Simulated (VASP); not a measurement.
Cd, 2 atoms in the cell. The structure is hexagonal, space group P6_3/mmc (No. 194). Conventional cell: a = 2.979 Å, b = 2.979 Å, c = 5.618 Å, α = 90.00°, β = 90.00°, γ = 120.00°. Cd (site symmetry -6m2) has 12 Cd at 2.98 to 3.29 Å within 3.9 Å. 

| Item | Value |
| --- | --- |
| Program | VASP 6.6.1 |
| Task | single point |
| Functional | PBE |
| Dispersion | D3(BJ) |
| Potentials or basis | VASP PAW PBE potentials, release 64 (Cd) |
| Cutoff | 520 eV |
| k mesh | 10 × 10 × 5 |
| Occupations | fermi-dirac, width 0.01 eV |
| Spin | no spin polarisation |
| Dipole correction | no |
| Further INCAR settings | ALGO = Normal; EDIFF = 1e-06; NBANDS = 19 |

Potentials or basis: VASP PAW PBE potentials, release 64 (Cd).

The run is started by

```sh
$ cat potpaw_PBE.64/Cd/POTCAR > POTCAR
$ mpirun -np 1 vasp_std > vasp.out
```

Hardware: 1 thread of Intel(R) Xeon(R) 6975P-C (Granite Rapids), with other jobs on the host.

Problem. How long does it take, and how much memory?

Solution. Wall time 23 s on 1 thread of Intel(R) Xeon(R) 6975P-C (Granite Rapids) (shared host), peak memory 0.18 GiB. Counts: scf iterations 11, k points 42.
